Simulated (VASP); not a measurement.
Runs of VASP 6.6.1 on Mg. The structure is that of space group Fm-3m (No. 225), or close to it. The cells are those of the table. 

| cell | k mesh | gap on the mesh (eV) | pressure (GPa) |
| --- | --- | --- | --- |
| a = 3.260 Å, angles 60.0°, 1 atom | 16 × 16 × 16 | none | -1.9 |
| a = 3.118 Å, angles 62.7°, 1 atom | 15 × 15 × 15 | none | 0.7 |
| a = 3.198 Å, angles 60.0°, 1 atom | 16 × 16 × 16 | none | (a) |
| a = 3.248, b = 3.307, c = 3.225 Å, angles 60.1, 60.2, 60.0°, 1 atom | 14 × 14 × 14 | none | -1.9 |
| a = 3.330 Å, angles 60.0°, 1 atom | 16 × 16 × 16 | none | -3.5 |

Alike in all rows: task single point; level PBE; potentials or basis VASP PAW PBE potentials, release 64 (Mg); no spin polarisation; cutoff (eV) 520; smearing gaussian 0.1 eV.

Q: Fill in the values left out.

A: (a) -0.1.

A gap of «none» marks levels without a gap at the run's occupations.
